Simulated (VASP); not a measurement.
A run of VASP 6.6.1:

File INCAR:

```
ALGO = Normal
EDIFF = 1E-6
ENCUT = 520
ISIF = 2
ISMEAR = 0
LASPH = T
LCHARG = F
LREAL = F
LWAVE = F
NBANDS = 17
NELM = 60
PREC = Accurate
SIGMA = 0.05
```

The input KPOINTS:

```
k-points
0
Gamma
  9 9 9
```

The input POSCAR:

```
LiHF2
1.0
    1.4211463380      0.8204992208      4.4594993651
   -1.4211463380      0.8204992208      4.4594993651
    0.0000000000     -1.6409984416      4.4594993651
Li H F
1 1 2
Direct
    0.0000000000      0.0000000000      0.0000000000
    0.5000000000      0.5000000000      0.5000000000
    0.4125119035      0.4125119035      0.4125119035
    0.5874880965      0.5874880965      0.5874880965
```

Potentials or basis: VASP PAW LDA potentials, release 64 (Li_sv, H, F).

Launch:

```console
$ cat potpaw_LDA.64/Li_sv/POTCAR potpaw_LDA.64/H/POTCAR potpaw_LDA.64/F/POTCAR > POTCAR
$ mpirun -np 1 vasp_std > vasp.out
```

Hardware: 1 thread of Intel Xeon 8259CL (shared host).

Question: How long does it take, and how much memory?

Answer: Run time: 120 s on 1 thread of Intel Xeon 8259CL, on a shared host, peak memory 0.18 GiB. Counts: scf iterations 13, k points 85.
